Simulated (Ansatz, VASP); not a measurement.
Two plane-wave programs on Au

Contents of INCAR:

```
SYSTEM = Au
PREC     = Accurate       ! precision mode
ENCUT    = 500            ! plane-wave cutoff, eV
EDIFF    = 1E-6           ! SCF threshold, eV
ISMEAR   = -1             ! smearing method
SIGMA    = 0.1            ! smearing width, eV
LREAL    = .False.        ! projectors in reciprocal space
LASPH    = .True.         ! aspherical terms in the spheres
NELM     = 200            ! most SCF steps
ALGO     = Normal         ! electronic algorithm
ISIF     = 2              ! what is computed and relaxed
LWAVE    = .False.        ! write WAVECAR
LCHARG   = .False.        ! write CHGCAR
LNONCOLLINEAR= .True.         ! non-collinear magnetism
MAGMOM   = 0 0 0          ! initial moments
LORBIT   = 11             ! projections on sites
LSORBIT  = .True.         ! spin-orbit coupling
GGA_COMPAT= .False.      
LORBMOM  = .True.       
LMAXMIX  = 4              ! l up to which the mixer works
GGA      = RE             ! functional
NBANDS   = 22             ! bands
```

File KPOINTS:

```
regular mesh
0
Gamma
  13 13 13
  0 0 0
```

Contents of POSCAR:

```
Au
1.0
    0.0000000000      2.0927495231      2.0927495231
    2.0927495231      0.0000000000      2.0927495231
    2.0927495231      2.0927495231      0.0000000000
Au
1
Direct
    0.0000000000      0.0000000000      0.0000000000
```

Input for Ansatz:

```yaml
crystal:
  lattice:
    - [0.0, 2.0927495231, 2.0927495231]
    - [2.0927495231, 0.0, 2.0927495231]
    - [2.0927495231, 2.0927495231, 0.0]
  atoms:
    - { symbol: Au, position: [0.0, 0.0, 0.0] }
hamiltonian:
  xc: revpbe
  pseudopotentials:
    kind: paw_fr
    azcp:
      Au: "pseudopotentials/Au.paw.azcp"
basis:
  ecutwfc: 420
  fft_grid_basis: typed
kpoints:
  mp_grid: { grid: [13, 13, 13], shift: [0, 0, 0] }
magnetization:
  noncollinear: true
  spin_orbit: true
scf:
  occupations: { method: fermi_dirac, width: 0.1 }
```

Alike in both runs: task single point; functional revPBE; k mesh 13 × 13 × 13; occupations fermi-dirac, width 0.1 eV; non-collinear spin, spin-orbit coupling.

|  | VASP | Ansatz |
| --- | --- | --- |
| version | VASP 6.6.1 | Ansatz 0.2.0 |
| potentials or method | VASP PAW PBE potentials, release 64 (Au), cutoff 500 eV | plane waves (420 eV) with PAW, fully relativistic with spin-orbit coupling |
| valence electrons in the cell | 11 | 19 |

|  | VASP | Ansatz | Ansatz less VASP |
| --- | --- | --- | --- |
| net moment per atom (μB) | 0.00 | 0.00 | 0.000 |

VASP's potentials were made for PBE, not for revPBE. VASP's potentials hold 11 valence electrons a cell and Ansatz's 19, so a difference there can come from the potentials and not from the codes.
